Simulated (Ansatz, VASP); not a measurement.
One calculation of Sn2PbS3, two programs

INCAR

```
SYSTEM = Sn2PbS3
  PREC = Accurate
  ENCUT = 520
  EDIFF = 1E-6
  ISMEAR = 0
  SIGMA = 0.1
  LREAL = .FALSE.
  LASPH = .TRUE.
  NELM = 80
  ALGO = Normal
  ISIF = 2
  LWAVE = .FALSE.
  LCHARG = .TRUE.
  GGA = PE
  LELF = .TRUE.
  LVHAR = .TRUE.
  NBANDS = 72
```

KPOINTS

```
regular mesh
0
G
  2 2 4
  0 0 0
```

The input POSCAR:

```
Sn2PbS3
1.0
    6.2201640000     -5.9939760000      0.0000000000
    6.2201640000      5.9939760000      0.0000000000
    0.0000000000      0.0000000000      4.1745390000
Sn Pb S
4 2 6
Direct
    0.0362220000      0.2948220000      0.7500000000
    0.7051780000      0.9637780000      0.7500000000
    0.2948220000      0.0362220000      0.2500000000
    0.9637780000      0.7051780000      0.2500000000
    0.3683110000      0.6316890000      0.7500000000
    0.6316890000      0.3683110000      0.2500000000
    0.1446120000      0.8553880000      0.7500000000
    0.8234820000      0.5170690000      0.7500000000
    0.4829310000      0.1765180000      0.7500000000
    0.8553880000      0.1446120000      0.2500000000
    0.5170690000      0.8234820000      0.2500000000
    0.1765180000      0.4829310000      0.2500000000
```

Input for Ansatz:

```yaml
crystal:
  lattice:
    - [6.220164, -5.993976, 0.0]
    - [6.220164, 5.993976, 0.0]
    - [0.0, 0.0, 4.174539]
  atoms:
    - { symbol: Sn, position: [0.036222, 0.294822, 0.75] }
    - { symbol: Sn, position: [0.705178, 0.963778, 0.75] }
    - { symbol: Sn, position: [0.294822, 0.036222, 0.25] }
    - { symbol: Sn, position: [0.963778, 0.705178, 0.25] }
    - { symbol: Pb, position: [0.368311, 0.631689, 0.75] }
    - { symbol: Pb, position: [0.631689, 0.368311, 0.25] }
    - { symbol: S, position: [0.144612, 0.855388, 0.75] }
    - { symbol: S, position: [0.823482, 0.517069, 0.75] }
    - { symbol: S, position: [0.482931, 0.176518, 0.75] }
    - { symbol: S, position: [0.855388, 0.144612, 0.25] }
    - { symbol: S, position: [0.517069, 0.823482, 0.25] }
    - { symbol: S, position: [0.176518, 0.482931, 0.25] }
basis:
  ecutwfc: 420
kpoints:
  mp_grid: { grid: [2, 2, 4] }
hamiltonian:
  xc: pbe
scf:
  occupations: { method: gaussian, width: 0.1 }
  lower_state_search: "off"
output:
  forces: true
  stress: true
  eigenvalues: true
```

Alike in both runs: task single point; functional PBE; k mesh 2 × 2 × 4; occupations gaussian, width 0.1 eV; no spin polarisation.

```csv
,VASP,Ansatz
version,VASP 6.6.1,Ansatz 0.2.0
potentials or method,"VASP PAW PBE potentials, release 64 (Sn_d, Pb_d, S), cutoff 520 eV","scalar-relativistic, plane waves, PAW"
valence electrons in the cell,120,120
```

VASP gave:

```
gap on the k mesh at the Fermi level (eV)                     : 0.76
least direct gap on the mesh (eV)                             : 0.92
pressure (GPa)                                                : 0.0
traceless stress, the component that is largest in VASP (GPa) : 0.12
rms of the force components (eV/Å)                            : 0.017
```

Question: What did Ansatz give for the same quantities?

Answer: gap on the k mesh at the Fermi level (eV): 0.77; least direct gap on the mesh (eV): 0.93; pressure (GPa): 0.1; traceless stress, the component that is largest in VASP (GPa): 0.14; rms of the force components (eV/Å): 0.016.

Atom by atom the forces differ by 0.002 eV/Å (rms over components). With one functional, cell and mesh, what is left measures potentials, basis and numerics.

Neither program's run includes spin-orbit coupling.
